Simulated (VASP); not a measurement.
# AlSi16 (a cell with a defect) in VASP: single point with PBE+D3(BJ)

Aim: the single point of AlSi16 (a cell with a defect) with PBE+D3(BJ).

Program: VASP 6.6.1. These are calculated values, not measurements. Logs are shortened: lines on timing, memory, paths and dates and some standing lists are left out, and cuts for length are marked.

### 1 The cell of the first run

The cell holds a defect, 17 atoms: a = 7.679 Å, b = 7.679 Å, c = 7.679 Å, α = 60.00°, β = 60.00°, γ = 60.00°.

### 2 Single point, PBE+D3(BJ), collinear spin, zero start

The input, INCAR:

```
SYSTEM = AlSi16
ALGO = Normal ; EDIFF = 1E-7
ENCUT = 520 ; GGA = PE
ISIF = 2 ; ISMEAR = 0
ISPIN = 2 ; IVDW = 12
LASPH = .TRUE. ; LCHARG = .TRUE.
LELF = .TRUE. ; LORBIT = 11
LREAL = Auto ; LVHAR = .TRUE.
LWAVE = .FALSE. ; MAGMOM = 0 0 0 0 0 0 0 0 0 0 0 0 0 0 0 0 0
NBANDS = 52 ; NELM = 150
PREC = Accurate ; SIGMA = 0.05
```

The input, KPOINTS:

```
k-points
0
G
  2 2 2
  0 0 0
```

The input, POSCAR:

```
AlSi16
1.0
    0.0000000000      5.4300000000      5.4300000000
    5.4300000000      0.0000000000      5.4300000000
    5.4300000000      5.4300000000      0.0000000000
Si Al
16 1
Direct
    0.0531208103     -0.0134209945     -0.0200655617
    0.1287268877      0.1327624309      0.1261981584
   -0.0183418969      0.0200610497      0.4993787293
    0.1292220074      0.1330050645      0.6118540516
   -0.0181631676      0.5059935543      0.0131747698
    0.1291655617      0.6184928177      0.1264257827
   -0.0185840700      0.5058308471      0.4993188766
    0.0574961326      0.6519996317      0.6451309392
    0.5020019337      0.0168964088      0.0106763352
    0.6769336096      0.1117507366      0.1049048803
    0.5022755985      0.0184770718      0.4687424494
    0.6084418969      0.1624645488      0.6153929098
    0.5023093923      0.4757152855      0.0118622468
    0.6085922652      0.6219988950      0.1552585635
    0.4337023941      0.5265040516      0.5192915285
    0.6084122468      0.6205054328      0.6143430018
    0.5552265193      0.8189593002      0.8115963168
```

Potentials or basis: VASP PAW PBE potentials, release 64 (Si, Al).

Launch:

```sh
cat potpaw_PBE.64/Si/POTCAR potpaw_PBE.64/Al/POTCAR > POTCAR
mpirun -np 1 vasp_std > vasp.out
```

OUTCAR:

```text
SYSTEM = AlSi16
   EDIFF = 1E-7
   ENCUT = 520
   GGA = PE
   ISIF = 2
   ISMEAR = 0
   ISPIN = 2
   IVDW = 12
   LASPH = .TRUE.
   LORBIT = 11
   LREAL = Auto
   NELM = 150
   PREC = Accurate
 IVDW          = 12

 ion  position               nearest neighbor table
   1  0.053  0.987  0.980-   4 2.33   6 2.33   2 2.33  10 2.36  17 3.15
   2  0.129  0.133  0.126-   1 2.33   9 2.34   3 2.34   5 2.34
   3  0.982  0.020  0.499-   8 2.33  12 2.34   4 2.34   2 2.34
   4  0.129  0.133  0.612-   1 2.33  11 2.34   7 2.34   3 2.34
   5  0.982  0.506  0.013-   8 2.33  14 2.34   6 2.34   2 2.34
   6  0.129  0.618  0.126-   1 2.33  13 2.34   7 2.34   5 2.34
   7  0.981  0.506  0.499-   8 2.33  16 2.34   4 2.34   6 2.34
   8  0.057  0.652  0.645-   7 2.33   3 2.33   5 2.33  15 2.36  17 3.15
   9  0.502  0.017  0.011-  10 2.31   2 2.34  17 2.43  14 2.48  12 2.48
  10  0.677  0.112  0.105-  11 2.31  13 2.31   9 2.31   1 2.36
  11  0.502  0.018  0.469-  10 2.31   4 2.34  17 2.42  12 2.49  16 2.50
  12  0.608  0.162  0.615-  15 2.31   3 2.34  17 2.43   9 2.48  11 2.49
  13  0.502  0.476  0.012-  10 2.31   6 2.34  17 2.42  14 2.49  16 2.50
  14  0.609  0.622  0.155-  15 2.31   5 2.34  17 2.43   9 2.48  13 2.49
  15  0.434  0.527  0.519-  16 2.31  12 2.31  14 2.31   8 2.36
  16  0.608  0.621  0.614-  15 2.31   7 2.34  17 2.42  13 2.50  11 2.50
  17  0.555  0.819  0.812-  16 2.42  11 2.42  13 2.42  12 2.43  14 2.43   9 2.43   1 3.15   8 3.15

  LATTYP: Found a face centered cubic cell.
 ALAT       =    10.8600000000

  Lattice vectors:

 A1 = (   0.0000000000,   5.4300000000,   5.4300000000)
 A2 = (   5.4300000000,   0.0000000000,   5.4300000000)
 A3 = (   5.4300000000,   5.4300000000,   0.0000000000)

Analysis of symmetry for initial positions (statically):
=====================================================================
 Subroutine PRICEL returns:
 Original cell was already a primitive cell.

 Routine SETGRP: Setting up the symmetry group for a
 face centered cubic supercell.

 Subroutine GETGRP returns: Found  1 space group operations
 (whereof  1 operations were pure point group operations)
 out of a pool of 48 trial point group operations.

The static configuration has the point symmetry C_1 .

Analysis of symmetry for dynamics (positions and initial velocities):
=====================================================================
 Subroutine PRICEL returns:
 Original cell was already a primitive cell.

 Routine SETGRP: Setting up the symmetry group for a
 face centered cubic supercell.

 Subroutine GETGRP returns: Found  1 space group operations
 (whereof  1 operations were pure point group operations)
[... 176 lines left out ...]
  free energy    TOTEN  =       -85.92398932 eV

  energy without entropy =      -85.91073848  energy(sigma->0) =      -85.91736390

 E-fermi :   6.8667     XC(G=0):  -9.6788

 val. band max:        6.7936601440   @ k =   0.5000   0.5000   0.0000
 cond. band min:       6.8852707534   @ k =   0.0000   0.5000   0.0000
 fundamental gap:      0.0916106095
 Fermi energy:         6.8666831307

 spin component 1

 k-point     1 :       0.0000    0.0000    0.0000
  band No.  band energies     occupation
      1      -5.9250      1.00000
      2      -3.5145      1.00000
      3      -3.4781      1.00000
      4      -3.4774      1.00000
      5      -3.4596      1.00000
      6      -2.0219      1.00000
[... 373 lines left out ...]
     44      10.2789      0.00000
     45      10.4292      0.00000
 Fermi energy:         6.8666831307

 spin component 2

 k-point     1 :       0.0000    0.0000    0.0000
  band No.  band energies     occupation
      1      -5.9250      1.00000
      2      -3.5145      1.00000
      3      -3.4781      1.00000
      4      -3.4774      1.00000
      5      -3.4596      1.00000
      6      -2.0218      1.00000
[... 373 lines left out ...]
     44      10.2789      0.00000
     45      10.4292      0.00000
 [bands above 45 left out]

------------------------ aborting loop because EDIFF is reached ----------------------------------------

 Edisp (eV)   -5.61025

 E8    (eV) :    -2.3327

  FORCE on cell =-STRESS in cart. coord.  units (eV):
  Direction    XX          YY          ZZ          XY          YZ          ZX
  --------------------------------------------------------------------------------------
  -------------------------------------------------------------------------------------
  Total       4.30960     4.30304     4.29664     1.83366    -1.80633     1.82053
  in kB      21.56343    21.53063    21.49861     9.17487    -9.03812     9.10916
  external pressure =       21.53 kB  Pullay stress =        0.00 kB

 VOLUME and BASIS-vectors are now :
 -----------------------------------------------------------------------------
  energy-cutoff  :      520.00
  volume of cell :      320.21
      direct lattice vectors                 reciprocal lattice vectors
     0.000000000  5.430000000  5.430000000    -0.092081031  0.092081031  0.092081031
     5.430000000  0.000000000  5.430000000     0.092081031 -0.092081031  0.092081031
     5.430000000  5.430000000  0.000000000     0.092081031  0.092081031 -0.092081031

 POSITION                                       TOTAL-FORCE (eV/Angst)
 -----------------------------------------------------------------------------------
     10.67817      5.60949      5.64557         0.013088     -0.009388     -0.008721
      1.40616      1.38424      1.41989        -0.001366      0.002284      0.002553
      2.82056      8.04203      5.43933        -0.001910     -0.005749     -0.002257
      4.04459      4.02404      1.42389        -0.003045      0.003792     -0.004973
      2.81908      5.40291      8.07892         0.000920     -0.000932     -0.004154
      4.04491      1.38786      4.05979        -0.003711     -0.002670      0.002562
[... 9 lines left out ...]
      6.70523      6.63956      6.67302         0.016053     -0.003292      0.003669
      8.85392      7.42185      7.46183         0.025840      0.015011      0.007408
 -----------------------------------------------------------------------------------
    total drift:                                0.000801      0.000612      0.005061

  FREE ENERGIE OF THE ION-ELECTRON SYSTEM (eV)
  ---------------------------------------------------
  free  energy   TOTEN  =       -91.5342398471 eV

  energy  without entropy=      -91.5209890100  energy(sigma->0) =      -91.52761443

 total charge

# of ion       s       p       d       tot
------------------------------------------
    1        0.743   0.952   0.000   1.694
    2        0.746   0.946   0.000   1.692
    3        0.746   0.946   0.000   1.692
    4        0.746   0.947   0.000   1.692
    5        0.746   0.946   0.000   1.692
    6        0.746   0.946   0.000   1.692
[... 9 lines left out ...]
   16        0.759   0.919   0.000   1.678
   17        0.465   0.399   0.000   0.864
--------------------------------------------------
tot         12.491  15.396   0.000  27.886

 magnetization (x)

# of ion       s       p       d       tot
------------------------------------------
    1       -0.000  -0.000   0.000  -0.000
    2       -0.000   0.000   0.000   0.000
    3       -0.000  -0.000   0.000  -0.000
    4       -0.000   0.000   0.000   0.000
    5        0.000  -0.000   0.000   0.000
    6       -0.000   0.000   0.000   0.000
[... 9 lines left out ...]
   16        0.000   0.000   0.000   0.000
   17        0.000   0.000   0.000   0.000
--------------------------------------------------
tot          0.000   0.000   0.000   0.000
```

It took 14 min on 1 thread of Intel Xeon 8259CL, shared host; peak memory 0.71 GiB.

Results:

```
Free energy                                           : -91.5342 eV
Pressure                                              : 2.2 GPa
Largest force                                         : 0.031 eV/Å
Net moment                                            : 0.00 μB per cell
Valence electrons inside the program's atomic spheres : Si 1.69, 1.68, 1.71 (each value once); Al 0.86
Dispersion energy per atom                            : -0.330 eV
```

Forces on the atoms (eV/Å):
```
Si   0.013 -0.009 -0.009
Si  -0.001  0.002  0.003
Si  -0.002 -0.006 -0.002
Si  -0.003  0.004 -0.005
Si   0.001 -0.001 -0.004
Si  -0.004 -0.003  0.003
Si   0.002 -0.002  0.003
Si  -0.010  0.014  0.013
Si   0.020 -0.002  0.009
Si   0.005 -0.006 -0.001
Si  -0.010  0.013 -0.010
Si  -0.017 -0.018  0.005
Si  -0.016 -0.016  0.003
Si  -0.010  0.014 -0.017
Si  -0.010  0.004 -0.001
Si   0.016 -0.003  0.004
Al   0.026  0.015  0.007
```

Stress tensor (GPa, compression positive):
```
 2.16  0.92  0.91
 0.92  2.15 -0.90
 0.91 -0.90  2.15
```

Caveat: the k points lie up to 0.50 Å⁻¹ apart; no moment was typed at the start, so none could form.
